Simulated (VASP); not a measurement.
Here is a VASP 6.6.1 calculation.

The input INCAR:

```
SYSTEM = V
PREC     = Accurate       ! precision mode
ENCUT    = 520            ! plane-wave cutoff, eV
EDIFF    = 1E-7           ! SCF threshold, eV
ISMEAR   = -1             ! smearing method
SIGMA    = 0.05           ! smearing width, eV
LREAL    = .FALSE.        ! projectors in reciprocal space
LASPH    = .TRUE.         ! aspherical terms in the spheres
NELM     = 150            ! most SCF steps
ALGO     = Normal         ! electronic algorithm
ISIF     = 2              ! what is computed and relaxed
LWAVE    = .FALSE.        ! write WAVECAR
LCHARG   = .FALSE.        ! write CHGCAR
ISPIN    = 2              ! spin polarisation
MAGMOM   = 1.5            ! initial moments
LORBIT   = 11             ! projections on sites
LMAXMIX  = 4              ! l up to which the mixer works
GGA      = CA             ! functional
NBANDS   = 16             ! bands
```

KPOINTS

```
regular mesh
0
G
  6 6 6
  0 0 0
```

File POSCAR:

```
V
1.0
   -1.5143500000      1.5143500000      1.5143500000
    1.5143500000     -1.5143500000      1.5143500000
    1.5143500000      1.5143500000     -1.5143500000
V
1
Direct
    0.0000000000      0.0000000000      0.0000000000
```

Potentials or basis: VASP PAW LDA potentials, release 64 (V_sv).

Launch:

```console
$ cat potpaw_LDA.64/V_sv/POTCAR > POTCAR
$ mpirun -np 1 vasp_std > vasp.out
```

Q: Predict the net moment.

A: 0.53 μB per cell.

Q: Predict the site moments.

A: V +0.42 μB.

Q: Predict the pressure.

A: -16.1 GPa.

Caveat: the k points lie up to 0.49 Å⁻¹ apart.
